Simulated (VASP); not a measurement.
# BeS (F-43m) in VASP: single point with PBEsol

Aim: the single point of BeS with PBEsol.

All numbers are computed with VASP 6.6.1; they aren't measurements. Logs are shortened: lines on timing, memory, paths and dates and some standing lists are left out, and cuts for length are marked.

### 1 The cell of the first run

The structure is cubic, space group F-43m (No. 216). Conventional cell: a = 4.850 Å, b = 4.850 Å, c = 4.850 Å, α = 90.00°, β = 90.00°, γ = 90.00°. Be (site symmetry -43m) has 4 S at 2.10 Å within 2.8 Å. S (site symmetry -43m) has 4 Be at 2.10 Å within 2.8 Å.

### 2 Single point, PBEsol

INCAR

```
SYSTEM = BeS
ALGO = Normal
EDIFF = 1E-6
ENCUT = 520
GGA = PS
ISIF = 2
ISMEAR = 0
LASPH = .TRUE.
LCHARG = .FALSE.
LREAL = .FALSE.
LWAVE = .FALSE.
NBANDS = 11
NELM = 80
PREC = Accurate
SIGMA = 0.05
```

KPOINTS

```
k-points
0
G
  14 14 14
  0 0 0
```

POSCAR

```
BeS
1.0
    0.0000000000      2.4250000000      2.4250000000
    2.4250000000      0.0000000000      2.4250000000
    2.4250000000      2.4250000000      0.0000000000
Be S
1 1
Direct
    0.0000000000      0.0000000000      0.0000000000
    0.7500000000      0.7500000000      0.7500000000
```

Potentials or basis: VASP PAW PBE potentials, release 64 (Be, S).

Run with:

```
$ cat potpaw_PBE.64/Be/POTCAR potpaw_PBE.64/S/POTCAR > POTCAR
$ mpirun -np 1 vasp_std > vasp.out
```

OUTCAR:

```text
SYSTEM = BeS
   EDIFF = 1E-6
   ENCUT = 520
   GGA = PS
   ISIF = 2
   ISMEAR = 0
   LASPH = .TRUE.
   LREAL = .FALSE.
   NELM = 80
   PREC = Accurate

 ion  position               nearest neighbor table
   1  0.000  0.000  0.000-   2 2.10   2 2.10   2 2.10   2 2.10
   2  0.750  0.750  0.750-   1 2.10   1 2.10   1 2.10   1 2.10

  LATTYP: Found a face centered cubic cell.
 ALAT       =     4.8500000000

  Lattice vectors:

 A1 = (   0.0000000000,   2.4250000000,   2.4250000000)
 A2 = (   2.4250000000,   0.0000000000,   2.4250000000)
 A3 = (   2.4250000000,   2.4250000000,   0.0000000000)

Analysis of symmetry for initial positions (statically):
=====================================================================
 Subroutine PRICEL returns:
 Original cell was already a primitive cell.

 Routine SETGRP: Setting up the symmetry group for a
 face centered cubic supercell.

 Subroutine GETGRP returns: Found 24 space group operations
 (whereof 24 operations were pure point group operations)
 out of a pool of 48 trial point group operations.

The static configuration has the point symmetry T_d .

Analysis of symmetry for dynamics (positions and initial velocities):
=====================================================================
 Subroutine PRICEL returns:
 Original cell was already a primitive cell.

 Routine SETGRP: Setting up the symmetry group for a
 face centered cubic supercell.

 Subroutine GETGRP returns: Found 24 space group operations
 (whereof 24 operations were pure point group operations)
 out of a pool of 48 trial point group operations.

The dynamic configuration has the point symmetry T_d .

 Subroutine INISYM returns: Found 24 space group operations
 (whereof 24 operations are pure point group operations),
 and found     1 'primitive' translations

----------------------------------------------------------------------------------------

                                     Primitive cell

  volume of cell :      28.5210

  direct lattice vectors                    reciprocal lattice vectors
     0.000000000  2.425000000  2.425000000    -0.206185567  0.206185567  0.206185567
     2.425000000  0.000000000  2.425000000     0.206185567 -0.206185567  0.206185567
     2.425000000  2.425000000  0.000000000     0.206185567  0.206185567 -0.206185567

  length of vectors
     3.429467889  3.429467889  3.429467889     0.357123878  0.357123878  0.357123878

  position of ions in fractional coordinates (direct lattice)
     0.000000000  0.000000000  0.000000000
     0.750000000  0.750000000  0.750000000

  ion indices of the primitive-cell ions
   primitive index   ion index
                 1           1
                 2           2

----------------------------------------------------------------------------------------

 KPOINTS: k-points

Automatic generation of k-mesh.
 Grid dimensions read from file:
 generate k-points for:   14   14   14

 Generating k-lattice:

  Cartesian coordinates                     Fractional coordinates (reciprocal lattice)
    -0.014727541  0.014727541  0.014727541     0.071428571  0.000000000  0.000000000
     0.014727541 -0.014727541  0.014727541     0.000000000  0.071428571  0.000000000
     0.014727541  0.014727541 -0.014727541     0.000000000  0.000000000  0.071428571

  Length of vectors
     0.025508848  0.025508848  0.025508848

  Shift w.r.t. Gamma in fractional coordinates (k-lattice)
     0.000000000  0.000000000  0.000000000

 Subroutine IBZKPT returns following result:
 ===========================================

 Found    104 irreducible k-points:

 Following reciprocal coordinates:
            Coordinates               Weight
  0.000000  0.000000  0.000000      1.000000
  0.071429  0.000000  0.000000      8.000000
  0.142857  0.000000  0.000000      8.000000
  0.214286  0.000000  0.000000      8.000000
  0.285714  0.000000  0.000000      8.000000
  0.357143  0.000000  0.000000      8.000000
[... 16 lines left out ...]
  0.214286  0.142857  0.000000     24.000000
  0.285714  0.142857  0.000000     24.000000
 [... further k-points ...]
   k-points           NKPTS =    104   k-points in BZ     NKDIM =    104   number of bands    NBANDS=     11
   number of dos      NEDOS =    301   number of ions     NIONS =      2
   total plane-waves  NPLWV =  21952
   dimension x,y,z NGX =    28 NGY =   28 NGZ =   28
   dimension x,y,z NGXF=    56 NGYF=   56 NGZF=   56
   ions per type =               1   1
   NGX,Y,Z   is equivalent  to a cutoff of  13.57, 13.57, 13.57 a.u.
   NGXF,Y,Z  is equivalent  to a cutoff of  27.15, 27.15, 27.15 a.u.
 SYSTEM =  BeS
   PREC   = accura    normal or accurate (medium, high low for compatibility)
   ISTART =      0    job   : 0-new  1-cont  2-samecut
   ICHARG =      2    charge: 1-file 2-atom 10-const
   ISPIN  =      1    spin polarized calculation?
   LNONCOLLINEAR =      F non collinear calculations
   LSORBIT =      F    spin-orbit coupling
   LASPH  =      T    aspherical Exc in radial PAW
   ENCUT  =  520.0 eV  38.22 Ry    6.18 a.u.   6.38  6.38  6.38*2*pi/ulx,y,z
   NELM   =     80;   NELMIN=  2; NELMDL= -5     # of ELM steps
   EDIFF  = 0.1E-05   stopping-criterion for ELM
   LREAL  =      F    real-space projection
   EDIFFG = 0.1E-04   stopping-criterion for IOM
   NSW    =      0    number of steps for IOM
   IBRION =     -1    ionic relax: 0-MD 1-quasi-New 2-CG
   NFREE  =      0    steps in history (QN), initial steepest desc. (CG)
   ISIF   =      2    stress and relaxation
   ISYM   =      2    0-nonsym 1-usesym 2-fastsym
   POTIM  = 0.5000    time-step for ionic-motion
   TEBEG  =    0.0;   TEEND  =   0.0 temperature during run
   PSTRESS=    0.0 pullay stress
   NELECT =       8.0000    total number of electrons
   NUPDOWN=      -1.0000    fix difference up-down
   EMIN   =  10.00;   EMAX   =-10.00  energy-range for DOS
   EFERMI =   0.00;   METHOD = LEGACY
   ISMEAR =     0;   SIGMA  =   0.05  broadening in eV -4-tet -1-fermi 0-gaus
   EFERMI_NEDOS =   21; number of points for ismear=-14 and -15
   IALGO  =     38    algorithm
   IMIX   =      4    mixing-type and parameters
     AMIX     =   0.40;   BMIX     =  1.00
     AMIX_MAG =   1.60;   BMIX_MAG =  1.00
  volume/ion in A,a.u.               =      14.26        96.23
  Fermi-wavevector in a.u.,A,eV,Ry     =   1.071642  2.025110 15.625158  1.148417
  Thomas-Fermi vector in A             =   2.207388
   LORBIT       =      0    0 simple, 1 ext, 2 COOP (PROOUT), +10 PAW based schemes
   GGA     = PS    functional components
   LHFCALC =     F    Hartree Fock is set to
   AEXX    =    0.0000 exact exchange contribution
   IVDW    =     0    specifies the selected vdW correction
   LEPSILON=     F    determine dielectric tensor
   LRPA    =     F    only Hartree local field effects (RPA)
 non-spin polarized calculation
 Gauss-broadening in eV      SIGMA  =   0.05
  energy-cutoff  :      520.00
  volume of cell :       28.52
 maximum number of plane-waves:       781
 NGX is ok and might be reduce to    28
   NGX = 13   NGY = 13   NGZ = 13

 number of electron       7.9999999 magnetization

 Free energy of the ion-electron system (eV)
  ---------------------------------------------------
  ext. energy  EPLUGINS =         0.00000000
  ---------------------------------------------------
  free energy    TOTEN  =       -10.56412880 eV

  energy without entropy =      -10.56412880  energy(sigma->0) =      -10.56412880

 E-fermi :   4.4404     XC(G=0):  -9.9012

 val. band max:        4.1441258282   @ k =   0.0000   0.0000   0.0000
 cond. band min:       7.0722023263   @ k =   0.5000   0.5000   0.0000
 fundamental gap:      2.9280764981
 Fermi energy:         4.4403863972

 k-point     1 :       0.0000    0.0000    0.0000
  band No.  band energies     occupation
      1      -9.5736      2.00000
      2       4.1441      2.00000
      3       4.1441      2.00000
      4       4.1441      2.00000
      5       9.7543      0.00000
      6       9.7543      0.00000
      7       9.7543      0.00000
      8       9.8505      0.00000
      9      16.9388      0.00000
     10      16.9388      0.00000
     11      18.8201      0.00000

 k-point     2 :       0.0714    0.0000    0.0000
  band No.  band energies     occupation
      1      -9.5144      2.00000
      2       3.6837      2.00000
      3       4.0728      2.00000
      4       4.0728      2.00000
      5       9.6672      0.00000
      6       9.8834      0.00000
      7       9.8834      0.00000
      8      10.4030      0.00000
      9      16.6167      0.00000
     10      16.6167      0.00000
     11      18.7712      0.00000

 k-point     3 :       0.1429    0.0000    0.0000
  band No.  band energies     occupation
      1      -9.3409      2.00000
      2       2.6271      2.00000
      3       3.8890      2.00000
      4       3.8890      2.00000
      5       9.6355      0.00000
      6      10.2026      0.00000
      7      10.2026      0.00000
      8      11.4937      0.00000
      9      16.0942      0.00000
     10      16.0942      0.00000
     11      18.5685      0.00000

 k-point     4 :       0.2143    0.0000    0.0000
  band No.  band energies     occupation
      1      -9.0668      2.00000
      2       1.3972      2.00000
      3       3.6565      2.00000
      4       3.6565      2.00000
      5       9.6087      0.00000
      6      10.5390      0.00000
      7      10.5390      0.00000
      8      12.7172      0.00000
      9      15.8729      0.00000
     10      15.8729      0.00000
     11      18.2822      0.00000
[... 239 lines left out ...]
 k-point    22 :       0.1429    0.1429    0.0000
  band No.  band energies     occupation
      1      -9.2634      2.00000
      2       2.9201      2.00000
      3       3.3997      2.00000
      4       3.3997      2.00000
      5       9.1726      0.00000
      6      10.9728      0.00000
      7      10.9728      0.00000
      8      11.1709      0.00000
      9      14.6526      0.00000
     10      17.3793      0.00000
     11      19.6046      0.00000

 k-point    23 :       0.2143    0.1429    0.0000
  band No.  band energies     occupation
      1      -9.0607      2.00000
      2       2.0640      2.00000
      3       3.1116      2.00000
      4       3.2433      2.00000
      5       9.1327      0.00000
      6      11.0903      0.00000
      7      11.4903      0.00000
      8      11.7317      0.00000
      9      14.5995      0.00000
     10      17.4437      0.00000
     11      19.8129      0.00000

 k-point    24 :       0.2857    0.1429    0.0000
  band No.  band energies     occupation
      1      -8.7692      2.00000
      2       0.9886      2.00000
      3       2.8742      2.00000
      4       3.0344      2.00000
      5       9.2928      0.00000
      6      11.2264      0.00000
      7      11.8472      0.00000
      8      11.9179      0.00000
      9      15.4350      0.00000
     10      17.6005      0.00000
     11      19.6017      0.00000

 [... further k-points ...]

------------------------ aborting loop because EDIFF is reached ----------------------------------------

  FORCE on cell =-STRESS in cart. coord.  units (eV):
  Direction    XX          YY          ZZ          XY          YZ          ZX
  --------------------------------------------------------------------------------------
  -------------------------------------------------------------------------------------
  Total       -0.0991994     -0.0991994     -0.0991994      0.0000000      0.0000000      0.0000000
  in kB       -5.5725547     -5.5725547     -5.5725547      0.0000000      0.0000000      0.0000000
  external PRESSURE =      -5.5725547 kB  Pullay stress =       0.0000000 kB

 VOLUME and BASIS-vectors are now :
 -----------------------------------------------------------------------------
  energy-cutoff  :      520.00
  volume of cell :       28.52
      direct lattice vectors                 reciprocal lattice vectors
     0.000000000  2.425000000  2.425000000    -0.206185567  0.206185567  0.206185567
     2.425000000  0.000000000  2.425000000     0.206185567 -0.206185567  0.206185567
     2.425000000  2.425000000  0.000000000     0.206185567  0.206185567 -0.206185567

 POSITION                                       TOTAL-FORCE (eV/Angst)
 -----------------------------------------------------------------------------------
      0.00000      0.00000      0.00000         0.000000      0.000000      0.000000
      3.63750      3.63750      3.63750        -0.000000     -0.000000     -0.000000
 -----------------------------------------------------------------------------------
    total drift:                               -0.000000     -0.000000     -0.000000

  FREE ENERGIE OF THE ION-ELECTRON SYSTEM (eV)
  ---------------------------------------------------
  free  energy   TOTEN  =       -10.5641287977 eV

  energy  without entropy=      -10.5641287977  energy(sigma->0) =      -10.56412880
```

Wall time 14 s (1 thread of Intel Xeon 6975P-C (Granite Rapids), shared host); peak memory 0.16 GiB.

What came out:

```yaml
Free_energy: -10.5641 eV
Pressure: -0.6 GPa
Band_gap_on_the_k_mesh: 2.93 eV, indirect (least direct gap 5.59 eV)
```

Caveat: the PAW data sets were made with another functional, which shifts forces and pressure a little. Expect the measured gap to be larger: semilocal functionals such as PBEsol lack the derivative discontinuity.
